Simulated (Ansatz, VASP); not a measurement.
**Two plane-wave programs on InSb**

File INCAR:

```
PREC = Accurate
ENCUT = 520
EDIFF = 1E-7
ISMEAR = 0
SIGMA = 0.15
LREAL = F
LASPH = T
NELM = 80
ALGO = Normal
ISIF = 2
LWAVE = F
LCHARG = F
GGA = PS
NBANDS = 16
```

The input KPOINTS:

```
regular mesh
0
Gamma
  12 12 12
```

File POSCAR:

```
InSb
1.0
    3.8076520000      0.0000000000      0.0000000000
    0.0000000000      3.8076520000      0.0000000000
    0.0000000000      0.0000000000      3.8076520000
In Sb
1 1
Direct
    0.0000000000      0.0000000000      0.0000000000
    0.5000000000      0.5000000000      0.5000000000
```

Input for Ansatz:

```yaml
crystal:
  lattice:
    - [3.807652, 0.0, 0.0]
    - [0.0, 3.807652, 0.0]
    - [0.0, 0.0, 3.807652]
  atoms:
    - { symbol: In, position: [0.0, 0.0, 0.0] }
    - { symbol: Sb, position: [0.5, 0.5, 0.5] }
basis:
  ecutwfc: 420
kpoints:
  mp_grid: { grid: [12, 12, 12] }
hamiltonian:
  xc: pbesol
scf:
  occupations: { method: gaussian, width: 0.15 }
output:
  forces: true
  stress: true
  eigenvalues: true
```

Alike in both runs: task single point; functional PBEsol; k mesh 12 × 12 × 12; occupations gaussian, width 0.15 eV; no spin polarisation.

```csv
,VASP,Ansatz
version,VASP 6.6.1,Ansatz 0.2.0
potentials or method,"VASP PAW PBE potentials, release 64 (In_d, Sb), cutoff 520 eV","scalar-relativistic, plane waves, PAW"
valence electrons in the cell,18,28
```

```csv
,VASP,Ansatz,Ansatz less VASP
gap on the k mesh at the Fermi level (eV),none,none,-
pressure (GPa),-3.0,-3.0,+0.02
```

VASP's potentials were made for PBE, not for PBEsol. A gap of «none» marks a metal or a gap that the smearing closes. VASP's potentials hold 18 valence electrons a cell and Ansatz's 28, so a difference there can come from the potentials and not from the codes.

Spin-orbit coupling is off throughout.
